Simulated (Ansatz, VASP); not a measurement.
One calculation of CdS, two programs

POSCAR

```
CdS
1.0
    4.2035795619      0.0000000000      0.0000000000
   -2.1017897810      3.6404062239      0.0000000000
    0.0000000000      0.0000000000      5.7257286136
Cd S
1 1
Direct
    0.0000000000      0.0000000000      0.4426920000
    0.6666666667      0.3333333333      0.4343080000
```

Contents of INCAR.step1:

```
PREC = Accurate
ENCUT = 520
ISMEAR = 0
SIGMA = 0.01
LREAL = False
LASPH = True
NELM = 100
NBANDS = 16
GGA = PE
ALGO = Normal
EDIFF = 1E-4
LWAVE = True
LCHARG = False
```

File INCAR.step2:

```
PREC = Accurate
ENCUT = 520
EDIFF = 1E-6
ISMEAR = 0
SIGMA = 0.01
LREAL = False
LASPH = True
NELM = 100
ALGO = Normal
ISIF = 2
LWAVE = False
LCHARG = False
METAGGA = R2SCAN
LMIXTAU = True
NBANDS = 16
ISTART = 1
```

KPOINTS

```
regular mesh
0
Gamma
  6 6 4
```

Input for Ansatz:

```yaml
crystal:
  lattice:
    - [4.2035795619099074, 0.0, 0.0]
    - [-2.1017897809549537, 3.6404062239489288, 0.0]
    - [0.0, 0.0, 5.725728613641162]
  atoms:
    - { symbol: Cd, position: [0.0, 0.0, 0.442692] }
    - { symbol: S, position: [0.6666666666666666, 0.3333333333333333, 0.434308] }
basis:
  ecutwfc: 653.073269903712
kpoints:
  mp_grid:
    grid: [6, 6, 4]
hamiltonian:
  xc: r2scan
  pseudopotentials:
    kind: paw
scf:
  occupations:
    method: fixed
output:
  stress: true
```

Alike in both runs: task single point; functional r2SCAN; k mesh 6 × 6 × 4; no spin polarisation.

|  | VASP | Ansatz |
| --- | --- | --- |
| version | VASP 6.6.1 | Ansatz 0.2.0 |
| potentials or method | VASP PAW PBE potentials, release 64 (Cd, S), cutoff 520 eV | plane waves, PAW |
| occupations | gaussian, width 0.01 eV | fixed |
| valence electrons in the cell | 18 | 26 |

Ansatz gave:

```
pressure (GPa)                                                : 0.4
traceless stress, the component that is largest in VASP (GPa) : -0.48
```

**Question.** Which values does VASP return?

**Answer.** Pressure (GPa): 0.6; traceless stress, the component that is largest in VASP (GPa): -0.68.

VASP's potentials were made for PBE, not for r2SCAN. VASP's potentials hold 18 valence electrons a cell and Ansatz's 26, so a difference there can come from the potentials and not from the codes.
